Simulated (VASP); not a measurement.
# LaHg2 (P6/mmm) in VASP: further runs, part 2 of 3

VASP 6.6.1.

## Step 3: Electric field gradients, LDA (26.86 Å³/atom)

INCAR reads:

```
SYSTEM = LaHg2
ALGO = Normal ; EDIFF = 1E-8
ENCUT = 520 ; ISIF = 2
ISMEAR = -1 ; LASPH = .True.
LCHARG = .False. ; LEFG = .True.
LREAL = .False. ; LWAVE = .False.
NBANDS = 24 ; NELM = 100
PREC = Accurate ; SIGMA = 0.08
```

KPOINTS reads:

```
k-points
0
Gamma
  8 8 9
  0 0 0
```

POSCAR reads:

```
LaHg2
1.0
    5.0232425903      0.0000000000      0.0000000000
   -2.5116212952      4.3502556927      0.0000000000
    0.0000000000      0.0000000000      3.6879002299
La Hg
1 2
Direct
    0.0000000000      0.0000000000      0.0000000000
    0.3333333333      0.6666666667      0.5000000000
    0.6666666667      0.3333333333      0.5000000000
```

Potentials or basis: VASP PAW LDA potentials, release 64 (La, Hg).

Run with:

```console
$ cat potpaw_LDA.64/La/POTCAR potpaw_LDA.64/Hg/POTCAR > POTCAR
$ mpirun -np 1 vasp_std > vasp.out
```

OUTCAR:

```text
SYSTEM = LaHg2
   EDIFF = 1E-8
   ENCUT = 520
   ISIF = 2
   ISMEAR = -1
   LASPH = .True.
   LREAL = .False.
   NELM = 100
   PREC = Accurate

 ion  position               nearest neighbor table
   1  0.000  0.000  0.000-   2 3.44   3 3.44   2 3.44   3 3.44   3 3.44   3 3.44   2 3.44   2 3.44
                             3 3.44   3 3.44   2 3.44   2 3.44
   2  0.333  0.667  0.500-   3 2.90   3 2.90   3 2.90   1 3.44   1 3.44   1 3.44   1 3.44   1 3.44
                             1 3.44
   3  0.667  0.333  0.500-   2 2.90   2 2.90   2 2.90   1 3.44   1 3.44   1 3.44   1 3.44   1 3.44
                             1 3.44

  LATTYP: Found a hexagonal cell.
 ALAT       =     5.0232425903
 C/A-ratio  =     0.7341672562

  Lattice vectors:

 A1 = (   5.0232425903,   0.0000000000,   0.0000000000)
 A2 = (  -2.5116212952,   4.3502556927,   0.0000000000)
 A3 = (   0.0000000000,   0.0000000000,   3.6879002299)

Analysis of symmetry for initial positions (statically):
=====================================================================
 Subroutine PRICEL returns:
 Original cell was already a primitive cell.

 Routine SETGRP: Setting up the symmetry group for a
 hexagonal supercell.

 Subroutine GETGRP returns: Found 24 space group operations
 (whereof 24 operations were pure point group operations)
 out of a pool of 24 trial point group operations.

The static configuration has the point symmetry D_6h.

Analysis of symmetry for dynamics (positions and initial velocities):
=====================================================================
 Subroutine PRICEL returns:
 Original cell was already a primitive cell.

 Routine SETGRP: Setting up the symmetry group for a
 hexagonal supercell.

 Subroutine GETGRP returns: Found 24 space group operations
 (whereof 24 operations were pure point group operations)
 out of a pool of 24 trial point group operations.

The dynamic configuration has the point symmetry D_6h.

 Subroutine INISYM returns: Found 24 space group operations
 (whereof 24 operations are pure point group operations),
 and found     1 'primitive' translations

----------------------------------------------------------------------------------------

                                     Primitive cell

  volume of cell :      80.5894

  direct lattice vectors                    reciprocal lattice vectors
     5.023242590  0.000000000  0.000000000     0.199074598  0.114935773  0.000000000
    -2.511621295  4.350255693  0.000000000     0.000000000  0.229871546  0.000000000
     0.000000000  0.000000000  3.687900230     0.000000000  0.000000000  0.271157010

  length of vectors
     5.023242590  5.023242590  3.687900230     0.229871546  0.229871546  0.271157010

  position of ions in fractional coordinates (direct lattice)
     0.000000000  0.000000000  0.000000000
     0.333333333  0.666666667  0.500000000
     0.666666667  0.333333333  0.500000000

  ion indices of the primitive-cell ions
   primitive index   ion index
                 1           1
                 2           2
                 3           3

[... 84 lines left out ...]
   EMIN   =  10.00;   EMAX   =-10.00  energy-range for DOS
   EFERMI =   0.00;   METHOD = LEGACY
   ISMEAR =    -1;   SIGMA  =   0.08  broadening in eV -4-tet -1-fermi 0-gaus
   EFERMI_NEDOS =   21; number of points for ismear=-14 and -15
   IALGO  =     38    algorithm
   IMIX   =      4    mixing-type and parameters
     AMIX     =   0.40;   BMIX     =  1.00
     AMIX_MAG =   1.60;   BMIX_MAG =  1.00
  volume/ion in A,a.u.               =      26.86       181.28
  Fermi-wavevector in a.u.,A,eV,Ry     =   1.239762  2.342810 20.912271  1.537009
  Thomas-Fermi vector in A             =   2.374231
   LORBIT       =      0    0 simple, 1 ext, 2 COOP (PROOUT), +10 PAW based schemes
   GGA     = CA    functional components
   LHFCALC =     F    Hartree Fock is set to
   AEXX    =    0.0000 exact exchange contribution
   IVDW    =     0    specifies the selected vdW correction
   LEPSILON=     F    determine dielectric tensor
   LRPA    =     F    only Hartree local field effects (RPA)
 non-spin polarized calculation
  energy-cutoff  :      520.00
  volume of cell :       80.59
 maximum number of plane-waves:      2197
 NGX is ok and might be reduce to    40
   NGX = 19   NGY = 19   NGZ = 13

 number of electron      34.9999998 magnetization

 Free energy of the ion-electron system (eV)
  ---------------------------------------------------
  ext. energy  EPLUGINS =         0.00000000
  ---------------------------------------------------
  free energy    TOTEN  =        -9.27907805 eV

  energy without entropy =       -9.22506628  energy(sigma->0) =       -9.25207216

 E-fermi :   5.4391     XC(G=0): -10.7601

 val. band max:        5.4281348645   @ k =   0.1250   0.0000   0.3333
 cond. band min:       5.4435223436   @ k =   0.2500   0.1250   0.3333
 fundamental gap:      0.0153874791
 Fermi energy:         5.4390638847

 k-point     1 :       0.0000    0.0000    0.0000
  band No.  band energies     occupation
      1     -27.5972      2.00000
      2     -11.3405      2.00000
      3     -11.3405      2.00000
      4     -10.9284      2.00000
      5      -2.9735      2.00000
      6      -2.1729      2.00000
[... 637 lines left out ...]
     23       6.9240      0.00000
     24       6.9625      0.00000

 [... further k-points ...]

------------------------ aborting loop because EDIFF is reached ----------------------------------------

  FORCE on cell =-STRESS in cart. coord.  units (eV):
  Direction    XX          YY          ZZ          XY          YZ          ZX
  --------------------------------------------------------------------------------------
  -------------------------------------------------------------------------------------
  Total       -2.3925461     -2.3925461     -2.4616609      0.0000000      0.0000000      0.0000000
  in kB      -47.5655793    -47.5655794    -48.9396341      0.0000000      0.0000000      0.0000000
  external PRESSURE =     -48.0235976 kB  Pullay stress =       0.0000000 kB

 VOLUME and BASIS-vectors are now :
 -----------------------------------------------------------------------------
  energy-cutoff  :      520.00
  volume of cell :       80.59
      direct lattice vectors                 reciprocal lattice vectors
     5.023242590  0.000000000  0.000000000     0.199074598  0.114935773  0.000000000
    -2.511621295  4.350255693  0.000000000     0.000000000  0.229871546  0.000000000
     0.000000000  0.000000000  3.687900230     0.000000000  0.000000000  0.271157010

 POSITION                                       TOTAL-FORCE (eV/Angst)
 -----------------------------------------------------------------------------------
      0.00000      0.00000      0.00000        -0.000000      0.000000     -0.000000
     -0.00000      2.90017      1.84395        -0.000000      0.000000     -0.000000
      2.51162      1.45009      1.84395         0.000000     -0.000000      0.000000
 -----------------------------------------------------------------------------------
    total drift:                                0.000000      0.000000      0.000000

  FREE ENERGIE OF THE ION-ELECTRON SYSTEM (eV)
  ---------------------------------------------------
  free  energy   TOTEN  =        -9.2790780486 eV

  energy  without entropy=       -9.2250662753  energy(sigma->0) =       -9.25207216

 Electric field gradients (V/A^2)
---------------------------------------------------------------------
 ion       V_xx      V_yy      V_zz      V_xy      V_xz      V_yz
---------------------------------------------------------------------
   1     -29.657   -29.657    59.314     0.000     0.000     0.000
   2    -148.074  -148.074   296.148    -0.000     0.000    -0.000
   3    -148.074  -148.074   296.148    -0.000     0.000    -0.000
---------------------------------------------------------------------

 Electric field gradients after diagonalization (V/A^2)
 (convention: |V_zz| > |V_xx| > |V_yy|)
----------------------------------------------------------------------
 ion       V_xx      V_yy      V_zz     asymmetry (V_yy - V_xx)/ V_zz
----------------------------------------------------------------------
   1     -29.657   -29.656    59.314       0.000
   2    -148.074  -148.074   296.148       0.000
   3    -148.074  -148.074   296.148       0.000
----------------------------------------------------------------------

           NMR quadrupolar parameters

 Cq : quadrupolar parameter    Cq=e*Q*V_zz/h
 eta: asymmetry parameters     (V_yy - V_xx)/ V_zz
 Q  : nuclear electric quadrupole moment in mb (millibarn)
----------------------------------------------------------------------
 ion       Cq(MHz)       eta       Q (mb)
----------------------------------------------------------------------
   1       0.143       0.000       1.000
   2       0.716       0.000       1.000
   3       0.716       0.000       1.000
----------------------------------------------------------------------
```

stdout:

```text
POSCAR found type information on POSCAR LaHg
 POSCAR found :  2 types and       3 ions
 scaLAPACK will be used
 LDA part: xc-table for (Slater(with rela. corr.)+CA(PZ))
 , standard interpolation
 POSCAR, INCAR and KPOINTS ok, starting setup
 FFT: planning ... GRIDC
 FFT: planning ... GRID_SOFT
 FFT: planning ... GRID
 WAVECAR not read
 entering main loop
ion   1

ion   2

ion   3
```

Wall time 1.7 min (1 thread of Intel Xeon Platinum 8259CL at 2.50GHz (Skylake/Cascade Lake), shared host); peak memory 0.25 GiB.

Results:

```
Free energy                             : -9.2791 eV
Pressure                                : -4.8 GPa
Band gap on the k mesh                  : zero (an odd number of electrons rules out a gap without spin polarisation)
Largest electric field gradient by atom : La +59.3; Hg +296.1 V/Å²
```

Stress tensor (GPa, compression positive):
```
-4.76  0.00  0.00
 0.00 -4.76  0.00
 0.00  0.00 -4.89
```

Levels at points of the mesh, in eV from the Fermi level:
```
           k point  band 15  band 16  band 17  band 18  band 19  band 20
(0.00, 0.00, 0.00)    -6.77    -0.96    -0.96    -0.55    -0.19     1.28
(0.50, 0.00, 0.00)    -5.24    -5.13    -0.44    -0.11     1.29     1.34
```

Electric field gradients, principal values (V/Å²):
```tsv
atom	least	middle	greatest (by size)
1 La	-29.656	-29.657	59.314
2 Hg	-148.074	-148.074	296.148
3 Hg	-148.074	-148.074	296.148
```

Caveat: the cell stands under tension; without QUAD_EFG the Cq values of the log hold for a quadrupole moment of 1 mb, not for the nuclei; spin-orbit coupling is left out, which moves the levels of the heavy elements.

## Step 4: Electric field gradients, LDA (24.28 Å³/atom)

This run uses another cell than the first one, of 24.28 Å³/atom.

INCAR reads:

```
SYSTEM = LaHg2
PREC = Accurate
ENCUT = 520
EDIFF = 1E-8
ISMEAR = -1
SIGMA = 0.08
LREAL = .False.
LASPH = .True.
NELM = 100
ALGO = Normal
ISIF = 2
LWAVE = .False.
LCHARG = .False.
GGA = CA
LEFG = .True.
NBANDS = 24
```

KPOINTS reads:

```
Automatic mesh
0
Gamma
  8 8 9
  0 0 0
```

POSCAR reads:

```
LaHg2
1.0
    4.8567862506      0.0000000000      0.0000000000
   -2.4283931254      4.2061002739      0.0000000000
    0.0000000000      0.0000000000      3.5656934357
La Hg
1 2
Direct
    0.0000000000      0.0000000000      0.0000000000
    0.3333333333      0.6666666667      0.5000000000
    0.6666666667      0.3333333333      0.5000000000
```

Potentials or basis: VASP PAW LDA potentials, release 64 (La, Hg).

Run with:

```console
$ cat potpaw_LDA.64/La/POTCAR potpaw_LDA.64/Hg/POTCAR > POTCAR
$ mpirun -np 1 vasp_std > vasp.out
```

OUTCAR:

```text
SYSTEM = LaHg2
   PREC = Accurate
   ENCUT = 520
   EDIFF = 1E-8
   ISMEAR = -1
   LREAL = .False.
   LASPH = .True.
   NELM = 100
   ISIF = 2
   GGA = CA

 ion  position               nearest neighbor table
   1  0.000  0.000  0.000-   2 3.32   3 3.32   2 3.32   3 3.32   3 3.32   3 3.32   2 3.32   2 3.32
                             3 3.32   3 3.32   2 3.32   2 3.32
   2  0.333  0.667  0.500-   3 2.80   3 2.80   3 2.80   1 3.32   1 3.32   1 3.32   1 3.32   1 3.32
                             1 3.32
   3  0.667  0.333  0.500-   2 2.80   2 2.80   2 2.80   1 3.32   1 3.32   1 3.32   1 3.32   1 3.32
                             1 3.32

  LATTYP: Found a hexagonal cell.
 ALAT       =     4.8567862506
 C/A-ratio  =     0.7341672562
[... 874 lines left out ...]
 ion       V_xx      V_yy      V_zz      V_xy      V_xz      V_yz
---------------------------------------------------------------------
   1     -49.907   -49.907    99.814    -0.000    -0.000     0.000
   2    -171.885  -171.886   343.771    -0.000     0.000    -0.000
   3    -171.885  -171.886   343.771    -0.000     0.000    -0.000
---------------------------------------------------------------------

 Electric field gradients after diagonalization (V/A^2)
 (convention: |V_zz| > |V_xx| > |V_yy|)
----------------------------------------------------------------------
 ion       V_xx      V_yy      V_zz     asymmetry (V_yy - V_xx)/ V_zz
----------------------------------------------------------------------
   1     -49.907   -49.907    99.814       0.000
   2    -171.886  -171.885   343.771       0.000
   3    -171.886  -171.885   343.771       0.000
----------------------------------------------------------------------

           NMR quadrupolar parameters

 Cq : quadrupolar parameter    Cq=e*Q*V_zz/h
 eta: asymmetry parameters     (V_yy - V_xx)/ V_zz
 Q  : nuclear electric quadrupole moment in mb (millibarn)
----------------------------------------------------------------------
 ion       Cq(MHz)       eta       Q (mb)
----------------------------------------------------------------------
   1       0.241       0.000       1.000
   2       0.831       0.000       1.000
   3       0.831       0.000       1.000
----------------------------------------------------------------------
```

Run time: 46 s. Hardware: 1 thread of Intel Xeon 6975P-C (Granite Rapids), shared host; peak memory 0.22 GiB.

What came out:

```yaml
Free_energy: -9.3600 eV
Pressure: 2.0 GPa
Band_gap_on_the_k_mesh: zero (an odd number of electrons rules out a gap without spin polarisation)
Largest_electric_field_gradient_by_atom: La +99.8; Hg +343.8 V/Å²
```

Levels at points of the mesh, in eV from the Fermi level:
| k point | band 13 | band 14 | band 15 | band 16 | band 17 | band 18 | band 19 | band 20 | band 21 | band 22 |
| --- | --- | --- | --- | --- | --- | --- | --- | --- | --- | --- |
| (0.00, 0.00, 0.00) | -7.35 | -6.95 | -6.95 | -1.16 | -1.16 | -0.31 | -0.22 | 1.55 | 1.55 | 1.71 |
| (0.50, 0.00, 0.00) | -6.79 | -6.71 | -5.54 | -5.14 | -0.40 | -0.08 | 1.54 | 1.60 | 1.76 | 1.77 |

Electric field gradients, principal values (V/Å²):
| atom | least | middle | greatest (by size) |
| --- | --- | --- | --- |
| 1 La | -49.907 | -49.907 | 99.814 |
| 2 Hg | -171.885 | -171.886 | 343.771 |
| 3 Hg | -171.885 | -171.886 | 343.771 |

Caveat: without QUAD_EFG the Cq values of the log hold for a quadrupole moment of 1 mb, not for the nuclei; spin-orbit coupling is left out, which moves the levels of the heavy elements.

[end of part 2 of 3]
